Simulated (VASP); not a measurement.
# Sn (Fd-3m) in VASP: further runs, part 2 of 2

VASP 6.6.1.

### Step 5. Single point, BLYP+D3(BJ)

This run uses another cell than the first one, of 35.85 Å³/atom, 1.061 times its volume.

Input file INCAR:

```
SYSTEM = Sn
PREC = Accurate
ENCUT = 520
EDIFF = 1E-6
ISMEAR = -1
SIGMA = 0.05
LREAL = .FALSE.
LASPH = .TRUE.
NELM = 80
ALGO = Normal
ISIF = 2
LWAVE = .FALSE.
LCHARG = .FALSE.
GGA = B5
ALDAX = 1.0
AGGAX = 1.0
AGGAC = 1.0
ALDAC = 0.0
IVDW = 12
VDW_S6 = 1.0
VDW_S8 = 2.6996
VDW_A1 = 0.4298
VDW_A2 = 4.2359
NBANDS = 21
```

Input file KPOINTS:

```
Automatic mesh
0
G
  7 7 7
  0 0 0
```

Input file POSCAR:

```
Sn
1.0
    0.0000000000      3.2974230895      3.2974230895
    3.2974230895      0.0000000000      3.2974230895
    3.2974230895      3.2974230895      0.0000000000
Sn
2
Direct
    0.7500000000      0.7500000000      0.7500000000
    0.5000000000      0.5000000000      0.5000000000
```

Potentials or basis: VASP PAW PBE potentials, release 64 (Sn_d).

Started as:

```console
$ cat potpaw_PBE.64/Sn_d/POTCAR > POTCAR
$ mpirun -np 1 vasp_std > vasp.out
```

OUTCAR:

```text
SYSTEM = Sn
   PREC = Accurate
   ENCUT = 520
   EDIFF = 1E-6
   ISMEAR = -1
   LREAL = .FALSE.
   LASPH = .TRUE.
   NELM = 80
   ISIF = 2
   GGA = B5
   IVDW = 12
 IVDW          = 12

 ion  position               nearest neighbor table
   1  0.750  0.750  0.750-   2 2.86   2 2.86   2 2.86   2 2.86
   2  0.500  0.500  0.500-   1 2.86   1 2.86   1 2.86   1 2.86

  LATTYP: Found a face centered cubic cell.
 ALAT       =     6.5948461790

  Lattice vectors:

 A1 = (   0.0000000000,   3.2974230895,   3.2974230895)
[... 661 lines left out ...]

 Edisp (eV)   -1.37992

 E8    (eV) :    -1.0609

  FORCE on cell =-STRESS in cart. coord.  units (eV):
  Direction    XX          YY          ZZ          XY          YZ          ZX
  --------------------------------------------------------------------------------------
  -------------------------------------------------------------------------------------
  Total      -0.00824    -0.00824    -0.00824     0.00000     0.00000    -0.00000
  in kB      -0.18421    -0.18421    -0.18421     0.00000     0.00000    -0.00000
  external pressure =       -0.18 kB  Pullay stress =        0.00 kB

 VOLUME and BASIS-vectors are now :
 -----------------------------------------------------------------------------
  energy-cutoff  :      520.00
  volume of cell :       71.71
      direct lattice vectors                 reciprocal lattice vectors
     0.000000000  3.297423090  3.297423090    -0.151633559  0.151633559  0.151633559
     3.297423090  0.000000000  3.297423090     0.151633559 -0.151633559  0.151633559
     3.297423090  3.297423090  0.000000000     0.151633559  0.151633559 -0.151633559

 POSITION                                       TOTAL-FORCE (eV/Angst)
 -----------------------------------------------------------------------------------
      4.94613      4.94613      4.94613         0.000000      0.000000      0.000000
      3.29742      3.29742      3.29742        -0.000000     -0.000000     -0.000000
 -----------------------------------------------------------------------------------
    total drift:                                0.000000      0.000000      0.000000

  FREE ENERGIE OF THE ION-ELECTRON SYSTEM (eV)
  ---------------------------------------------------
  free  energy   TOTEN  =        -7.7534015268 eV

  energy  without entropy=       -7.7503271833  energy(sigma->0) =       -7.75186436
```

stdout:

```text
POSCAR found type information on POSCAR Sn
 POSCAR found :  1 types and       2 ions
 scaLAPACK will be used
 -----------------------------------------------------------------------------
|                                                                             |
|                                                                             |
|     You enforced a specific xc type in the INCAR file but a different       |
|     I HOPE YOU KNOW WHAT YOU ARE DOING!                                     |
|                                                                             |
 -----------------------------------------------------------------------------

 LDA part: xc-table for (Slater(with rela. corr.)+VWN5), standard interpolation
 POSCAR, INCAR and KPOINTS ok, starting setup
 FFT: planning ... GRIDC
 FFT: planning ... GRID_SOFT
 FFT: planning ... GRID
 WAVECAR not read
 entering main loop
```

Run time: 20 s. Hardware: 1 thread of Intel Xeon 6975P-C (Granite Rapids), shared host; peak memory 0.2 GiB.

What came out:

```
Free energy                : -7.7534 eV
Pressure                   : 0.0 GPa
Band gap on the k mesh     : zero (band 14 reaches 5.66 eV, above the bottom of band 15 at 5.49 eV)
Dispersion energy per atom : -0.690 eV
```

Levels at points of the mesh, in eV from the Fermi level:
| k point | band 12 | band 13 | band 14 | band 15 | band 16 | band 17 |
| --- | --- | --- | --- | --- | --- | --- |
| (0.00, 0.00, 0.00) | -1.04 | 0.19 | 0.19 | 0.19 | 2.26 | 2.26 |

Caveat: the PAW data sets were made with another functional, which shifts forces and pressure a little; spin-orbit coupling is left out, which moves the levels of the heavy elements; pairwise dispersion overbinds metals, which lowers pressure and volume.

### Step 6. Relaxation of cell and atoms, BLYP+D3(BJ)

Input file INCAR:

```
SYSTEM = Sn
PREC     = Accurate       ! precision mode
ENCUT    = 600            ! plane-wave cutoff, eV
EDIFF    = 1E-6           ! SCF threshold, eV
ISMEAR   = -1             ! smearing method
SIGMA    = 0.05           ! smearing width, eV
LREAL    = .False.        ! projectors in reciprocal space
LASPH    = .True.         ! aspherical terms in the spheres
NELM     = 80             ! most SCF steps
ALGO     = Normal         ! electronic algorithm
ISIF     = 3              ! what is computed and relaxed
LWAVE    = .False.        ! write WAVECAR
LCHARG   = .False.        ! write CHGCAR
GGA      = B5             ! functional
ALDAX    = 1.0          
AGGAX    = 1.0          
AGGAC    = 1.0          
ALDAC    = 0.0          
IVDW     = 12             ! dispersion correction
VDW_S6   = 1.0          
VDW_S8   = 2.6996       
VDW_A1   = 0.4298       
VDW_A2   = 4.2359       
IBRION   = 2              ! ionic algorithm
NSW      = 80             ! ionic steps
EDIFFG   = -0.005         ! ionic threshold
```

Input file KPOINTS:

```
regular mesh
0
Gamma
  7 7 7
  0 0 0
```

Input file POSCAR:

```
Sn
1.0
    0.0000000000      3.2333428000      3.2333428000
    3.2333428000      0.0000000000      3.2333428000
    3.2333428000      3.2333428000      0.0000000000
Sn
2
Direct
    0.7500000000      0.7500000000      0.7500000000
    0.5000000000      0.5000000000      0.5000000000
```

Potentials or basis: VASP PAW PBE potentials, release 64 (Sn_d).

Started as:

```console
$ cat potpaw_PBE.64/Sn_d/POTCAR > POTCAR
$ mpirun -np 1 vasp_std > vasp.out
```

OUTCAR:

```text
SYSTEM = Sn
   PREC = Accurate
   ENCUT = 600
   EDIFF = 1E-6
   ISMEAR = -1
   LREAL = .False.
   LASPH = .True.
   NELM = 80
   ISIF = 3
   GGA = B5
   IVDW = 12
   IBRION = 2
   NSW = 80
   EDIFFG = -0.005
 IVDW          = 12

 ion  position               nearest neighbor table
   1  0.750  0.750  0.750-   2 2.80   2 2.80   2 2.80   2 2.80
   2  0.500  0.500  0.500-   1 2.80   1 2.80   1 2.80   1 2.80

  LATTYP: Found a face centered cubic cell.
 ALAT       =     6.4666856000

  Lattice vectors:

 A1 = (   0.0000000000,   3.2333428000,   3.2333428000)
 A2 = (   3.2333428000,   0.0000000000,   3.2333428000)
 A3 = (   3.2333428000,   3.2333428000,   0.0000000000)

Analysis of symmetry for initial positions (statically):
=====================================================================
 Subroutine PRICEL returns:
 Original cell was already a primitive cell.

 Routine SETGRP: Setting up the symmetry group for a
 face centered cubic supercell.

 Subroutine GETGRP returns: Found 48 space group operations
 (whereof 24 operations were pure point group operations)
 out of a pool of 48 trial point group operations.

The static configuration has the point symmetry T_d .
 The point group associated with its full space group is O_h .

Analysis of symmetry for dynamics (positions and initial velocities):
[... 151 lines left out ...]
  ---------------------------------------------------
  ext. energy  EPLUGINS =         0.00000000
  ---------------------------------------------------
  free energy    TOTEN  =        -6.24729874 eV

  energy without entropy =       -6.24547258  energy(sigma->0) =       -6.24638566

------------------------ aborting loop because EDIFF is reached ----------------------------------------

 Edisp (eV)   -1.47617

 E8    (eV) :    -1.1365
[... 31 lines left out ...]
--------------------------------------- Ionic step        2  -------------------------------------------

 number of electron      27.9999996 magnetization

 E-fermi :   5.2775     XC(G=0):  -8.0321

 val. band max:        5.1687642680   @ k =   0.1429   0.0000   0.0000
 cond. band min:       5.2847457394   @ k =   0.4286   0.0000   0.0000
 fundamental gap:      0.1159814714
 Fermi energy:         5.2775244733

 k-point     1 :       0.0000    0.0000    0.0000
  band No.  band energies     occupation
      1     -16.1284      2.00000
      2     -16.1284      2.00000
      3     -16.1284      2.00000
      4     -16.0740      2.00000
      5     -16.0740      2.00000
      6     -15.8146      2.00000
[... 448 lines left out ...]
--------------------------------------- Ionic step        3  -------------------------------------------

 number of electron      27.9999997 magnetization

 Free energy of the ion-electron system (eV)
  ---------------------------------------------------
  ext. energy  EPLUGINS =         0.00000000
  ---------------------------------------------------
  free energy    TOTEN  =        -6.37430648 eV

  energy without entropy =       -6.37122526  energy(sigma->0) =       -6.37276587

 E-fermi :   5.4675     XC(G=0):  -8.1030

 val. band max:        5.3356528904   @ k =   0.1429   0.0000   0.0000
 cond. band min:       5.4909341940   @ k =   0.4286   0.0000   0.0000
 fundamental gap:      0.1552813036
 Fermi energy:         5.4675129279

 k-point     1 :       0.0000    0.0000    0.0000
  band No.  band energies     occupation
      1     -15.9830      2.00000
      2     -15.9830      2.00000
      3     -15.9830      2.00000
      4     -15.9264      2.00000
      5     -15.9264      2.00000
      6     -15.6545      2.00000
[... 442 lines left out ...]
  FREE ENERGIE OF THE ION-ELECTRON SYSTEM (eV)
  ---------------------------------------------------
  free  energy   TOTEN  =        -7.7538991571 eV

  energy  without entropy=       -7.7508179355  energy(sigma->0) =       -7.75235855

 reached required accuracy - stopping structural energy minimisation
```

OSZICAR:

```text
N       E                     dE             d eps       ncg     rms          rms(c)
DAV:   1     0.220540541144E+03    0.22054E+03   -0.16582E+04   720   0.250E+03
DAV:   2     0.150816280761E+02   -0.20546E+03   -0.20381E+03   722   0.475E+02
DAV:   3    -0.569764535101E+01   -0.20779E+02   -0.20646E+02   832   0.154E+02
[... 24 lines left out ...]
DAV:   3    -0.637521625766E+01    0.16849E-01   -0.52038E-02   930   0.377E+00    0.108E-01
DAV:   4    -0.637436216235E+01    0.85410E-03   -0.20515E-03   770   0.589E-01    0.266E-02
DAV:   5    -0.637430954785E+01    0.52614E-04   -0.11776E-04  1046   0.109E-01    0.128E-02
DAV:   6    -0.637430597077E+01    0.35771E-05   -0.13940E-05   724   0.546E-02    0.562E-03
DAV:   7    -0.637430647806E+01   -0.50729E-06   -0.60500E-07   382   0.648E-03
   3 F= -.77538992E+01 E0= -.77523585E+01  d E =-.304256E-01
```

It took 67 s on 1 thread of Intel Xeon 6975P-C (Granite Rapids), shared host; peak memory 0.26 GiB.

Results:

| Quantity | Value |
| --- | --- |
| Free energy | -7.7539 eV |
| Relaxed volume | 35.86 Å³/atom |
| Relaxed cell | a = 4.664 Å, b = 4.664 Å, c = 4.664 Å, α = 60.00°, β = 60.00°, γ = 60.00° |
| Space group after relaxing (to 0.05 Å) | Fd-3m (No. 227) |
| Energy gained by relaxing | 15.2 meV/atom |
| Ionic steps | 3 |
| Pressure after relaxing | 0.0 GPa |
| Band gap on the k mesh | zero (band 14 reaches 5.66 eV, above the bottom of band 15 at 5.49 eV) |
| Dispersion energy per atom | -0.690 eV |

Step by step:
```tsv
step	energy change (eV)	largest force (eV/Å)	pressure (GPa)	volume (Å³)
1	0.0000	0.0000	2.54	67.61
2	-0.0281	0.0000	-0.58	72.98
3	-0.0304	0.0000	0.01	71.72
```

Final structure:
```
CELL_PARAMETERS angstrom
0.00000 3.29765 3.29765
3.29765 0.00000 3.29765
3.29765 3.29765 0.00000
ATOMIC_POSITIONS crystal
Sn 0.75000 0.75000 0.75000
Sn 0.50000 0.50000 0.50000
```

Levels at points of the mesh, in eV from the Fermi level:
| k point | band 11 | band 12 | band 13 | band 14 | band 15 | band 16 | band 17 | band 18 |
| --- | --- | --- | --- | --- | --- | --- | --- | --- |
| (0.00, 0.00, 0.00) | -10.21 | -1.04 | 0.19 | 0.19 | 0.19 | 2.26 | 2.26 | 2.26 |

Caveat: the PAW data sets were made with another functional, which shifts forces and pressure a little; spin-orbit coupling is left out, which moves the levels of the heavy elements; pairwise dispersion overbinds metals, which lowers pressure and volume.

### Step 7. The runs side by side

```tsv
task	level	cell	k mesh	cutoff (eV)	smearing	gap on the mesh (eV)	pressure (GPa)
single point	PBE	a = 4.573 Å, angles 60.0°, 2 atoms	4 × 4 × 4	520	fermi-dirac 0.02 eV	none	4.5
single point	PBE	a = 4.573 Å, angles 60.0°, 2 atoms	7 × 7 × 7	520	gaussian 0.022 eV	none	3.8
single point	PBE	a = 4.573 Å, angles 60.0°, 2 atoms	7 × 7 × 7	520	gaussian 0.014 eV	none	3.8
single point	BLYP+D3(BJ)	a = 4.663 Å, angles 60.0°, 2 atoms	7 × 7 × 7	520	fermi-dirac 0.05 eV	none	0.0
relaxation of cell and atoms	BLYP+D3(BJ)	relaxed from a = 4.573 Å, angles 60.0°, 2 atoms	7 × 7 × 7	600	fermi-dirac 0.05 eV	none	0.0
```

Alike in all rows: potentials or basis VASP PAW PBE potentials, release 64 (Sn_d); no spin polarisation.

Caveats: some runs use coarse meshes; spin-orbit coupling is left out, which moves the levels of the heavy elements; the PAW data sets were made with another functional, which shifts forces and pressure a little (some runs); pairwise dispersion overbinds metals, which lowers pressure and volume (some runs).

Absolute energies hang on the potentials; compare differences alone.
